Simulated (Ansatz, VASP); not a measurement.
One calculation of Zr, two programs

```
Zr
1.0
     3.19968    0.00000    0.00000
    -1.59984    2.77100    0.00000
     0.00000    0.00000    5.14700
Zr
2
Direct
  0.33333 0.66667 0.25000
  0.66667 0.33333 0.75000
```

Change from the starting cell: equal xx and yy strain of -1 %.

Alike in both runs: task single point; functional LDA; k mesh 13 × 13 × 7; occupations fermi-dirac, width 0.03 eV; no spin polarisation.

|  | VASP | Ansatz |
| --- | --- | --- |
| version | VASP 6.6.1 | Ansatz 0.2.0 |
| potentials or method | VASP PAW LDA potentials, release 64 (Zr_sv), cutoff 520 eV | all-electron LAPW, scalar-relativistic |

|  | VASP | Ansatz | Ansatz less VASP |
| --- | --- | --- | --- |
| pressure (GPa) | -4.3 | -4.4 | -0.06 |
| traceless stress, the component that is largest in VASP (GPa) | 0.12 | 0.10 | -0.016 |

LDA's correlation is that of Perdew and Zunger in VASP and of Perdew and Wang (1992) in Ansatz. Ansatz ran all-electron here, and VASP with PAW potentials.
